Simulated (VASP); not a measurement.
Input of a VASP 6.6.1 run:

File INCAR:

```
SYSTEM = Li16Br13Cl3
PREC     = Accurate       ! precision mode
ENCUT    = 520            ! plane-wave cutoff, eV
EDIFF    = 1E-6           ! SCF threshold, eV
ISMEAR   = -1             ! smearing method
SIGMA    = 0.05           ! smearing width, eV
LREAL    = Auto         
LASPH    = .True.         ! aspherical terms in the spheres
NELM     = 80             ! most SCF steps
ALGO     = Normal         ! electronic algorithm
ISIF     = 2              ! what is computed and relaxed
LWAVE    = .False.        ! write WAVECAR
LCHARG   = .False.        ! write CHGCAR
GGA      = PS             ! functional
NBANDS   = 198            ! bands
ISYM     = 0
```

KPOINTS

```
Automatic mesh
0
Gamma
  1 1 1
  0.25 0.25 0.25
```

File POSCAR:

```
Li16Br13Cl3
1.0
   10.7001509611      0.0000000000      0.0000000000
    0.0000000000     10.7001509611      0.0000000000
    0.0000000000      0.0000000000     10.7001509611
Cl Br Li
6 26 32
Direct
    0.2522770000      0.9965470000      0.9996560000
    0.2512700000      0.5028160000      0.0010120000
    0.0002940000      0.2497900000      0.4999460000
    0.4957550000      0.7510080000      0.0000010000
    0.4980310000      0.9981270000      0.7530190000
    0.2516480000      0.7500220000      0.2453740000
    0.2503290000      0.9999620000      0.4996470000
    0.2492500000      0.5000450000      0.4986220000
    0.7472270000      0.9987000000      0.9992030000
    0.7501960000      0.0008330000      0.5012350000
    0.7486960000      0.5009810000      0.9999950000
    0.7509410000      0.4990910000      0.4999890000
    0.0023710000      0.2495960000      0.9999380000
    0.0039110000      0.7498200000      0.0009810000
    0.0014500000      0.7499560000      0.4987780000
    0.4974350000      0.2483630000      0.9990700000
    0.4997360000      0.2487770000      0.5010680000
    0.4988810000      0.7509720000      0.4998170000
    0.0024390000      0.9995670000      0.2494850000
    0.0012260000      0.0005900000      0.7500490000
    0.0023430000      0.4999410000      0.2493510000
    0.0011790000      0.4988230000      0.7499400000
    0.4977150000      0.9978460000      0.2475240000
    0.4977390000      0.5018830000      0.2476180000
    0.4984410000      0.5007450000      0.7520730000
    0.2491130000      0.2498130000      0.2485860000
    0.2500150000      0.2488920000      0.7512180000
    0.2520310000      0.7510700000      0.7534110000
    0.7508680000      0.2496730000      0.2507320000
    0.7497030000      0.2486660000      0.7491950000
    0.7488510000      0.7498300000      0.2488220000
    0.7478290000      0.7509410000      0.7513110000
    0.0100600000      0.9994760000      0.9983470000
    0.0023440000      0.0071150000      0.5010630000
    0.0099100000      0.4997560000      0.9994060000
    0.0017700000      0.4926480000      0.4998080000
    0.4905830000      0.9926080000      0.9932330000
    0.4984490000      0.9997170000      0.5079410000
    0.4904110000      0.5065900000      0.9987540000
    0.4979810000      0.4999580000      0.5014760000
    0.2501830000      0.2503340000      0.0012160000
    0.2429670000      0.2500570000      0.4986730000
    0.2567330000      0.7503370000      0.0061270000
    0.2503760000      0.7501420000      0.4909000000
    0.7502080000      0.2499160000      0.0000070000
    0.7575850000      0.2500230000      0.4997190000
    0.7417960000      0.7500140000      0.0013730000
    0.7502790000      0.7501640000      0.4985950000
    0.2514160000      0.9927010000      0.2391940000
    0.2567870000      0.9987010000      0.7592710000
    0.2503420000      0.5073620000      0.2401830000
    0.2511260000      0.5017030000      0.7605860000
    0.7487030000      0.9981530000      0.2485350000
    0.7415080000      0.9994540000      0.7521120000
    0.7497750000      0.5011590000      0.2482080000
    0.7480480000      0.5001010000      0.7518780000
    0.0012280000      0.2494140000      0.2575910000
    0.0001400000      0.2483780000      0.7430050000
    0.0076730000      0.7499200000      0.2496800000
    0.0015980000      0.7510930000      0.7498940000
    0.4982370000      0.2482840000      0.2502020000
    0.4993760000      0.2407620000      0.7502390000
    0.4923440000      0.7510910000      0.2419820000
    0.4984200000      0.7562800000      0.7566540000
```

Potentials or basis: VASP PAW PBE potentials, release 64 (Cl, Br, Li_sv).

Launch:

```bash
$ cat potpaw_PBE.64/Cl/POTCAR potpaw_PBE.64/Br/POTCAR potpaw_PBE.64/Li_sv/POTCAR > POTCAR
$ mpirun -np 1 vasp_std > vasp.out
```

Problem. Predict the band gap on the k mesh.

Solution. 5.62 eV.

Problem. Estimate the largest force.

Solution. 0.013 eV/Å.

Forces in eV/Å, atoms in the order of the input:
```
Cl   0.009  0.002  0.004
Cl   0.004  0.003  0.003
Cl   0.005 -0.001 -0.002
Cl  -0.008  0.003  0.000
Cl  -0.004  0.002  0.001
Cl   0.001  0.000 -0.003
Br  -0.003 -0.001  0.007
Br  -0.003  0.001  0.001
Br   0.006 -0.003 -0.004
Br  -0.004 -0.001 -0.006
Br   0.000 -0.001 -0.003
Br   0.003 -0.005  0.000
Br  -0.006 -0.003 -0.002
Br   0.000 -0.001  0.000
Br   0.001  0.002  0.001
Br  -0.001  0.002 -0.001
Br  -0.002 -0.003  0.000
Br  -0.004  0.003  0.000
Br  -0.008 -0.001 -0.002
Br   0.005  0.002  0.005
Br  -0.005 -0.002 -0.002
Br   0.003  0.002  0.006
Br  -0.006 -0.007 -0.008
Br  -0.009  0.001 -0.007
Br   0.004  0.003  0.003
Br  -0.002 -0.003 -0.002
Br   0.000 -0.005  0.002
Br   0.005  0.001  0.001
Br   0.006 -0.003  0.004
Br   0.000  0.001  0.002
Br  -0.002  0.001 -0.001
Br   0.002 -0.004 -0.003
Li   0.001  0.002 -0.001
Li  -0.005  0.000  0.005
Li  -0.002  0.001  0.003
Li   0.000 -0.002  0.001
Li   0.010  0.002  0.005
Li  -0.002  0.000  0.001
Li   0.006  0.005 -0.002
Li   0.001 -0.002  0.003
Li  -0.002  0.000  0.006
Li   0.000  0.001 -0.004
Li  -0.004  0.000 -0.001
Li  -0.002 -0.002  0.003
Li   0.000 -0.001  0.003
Li   0.001  0.000  0.001
Li  -0.001 -0.002  0.001
Li   0.000 -0.003 -0.006
Li   0.000 -0.003  0.009
Li   0.000 -0.004 -0.004
Li  -0.002  0.003  0.006
Li  -0.001 -0.001 -0.009
Li  -0.003  0.002 -0.002
Li   0.003  0.000 -0.003
Li   0.001  0.003 -0.001
Li   0.002 -0.001 -0.002
Li   0.001  0.001  0.000
Li  -0.002 -0.001 -0.004
Li   0.002  0.000  0.001
Li   0.001  0.005 -0.002
Li   0.003 -0.002  0.001
Li   0.004  0.008 -0.003
Li   0.004  0.000  0.003
Li   0.001  0.002  0.001
```

Caveat: the PAW data sets were made with another functional, which shifts forces and pressure a little; a shifted mesh leaves out Γ, where band edges can lie. A k mesh can miss the band edges.
